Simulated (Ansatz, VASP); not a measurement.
# Sb in VASP and in Ansatz

```xyz
1
Lattice="0.0000 2.3050 2.3050 2.3050 0.0000 2.3050 2.3050 2.3050 0.0000" Properties=species:S:1:pos:R:3 pbc="T T T"
Sb    0.0000    0.0000    0.0000
```

Alike in both runs: task single point; functional PBE; k mesh 12 × 12 × 12; occupations fermi-dirac, width 0.05 eV; non-collinear spin, spin-orbit coupling.

|  | VASP | Ansatz |
| --- | --- | --- |
| version | VASP 6.6.1 | Ansatz 0.2.0 |
| potentials or method | VASP PAW PBE potentials, release 64 (Sb), cutoff 520 eV | all-electron LAPW |

|  | VASP | Ansatz | Ansatz less VASP |
| --- | --- | --- | --- |
| pressure (GPa) | 8.9 | 9.0 | +0.14 |
| net moment per atom (μB) | 0.00 | 0.00 | 0.000 |

Ansatz ran all-electron here, and VASP with PAW potentials.
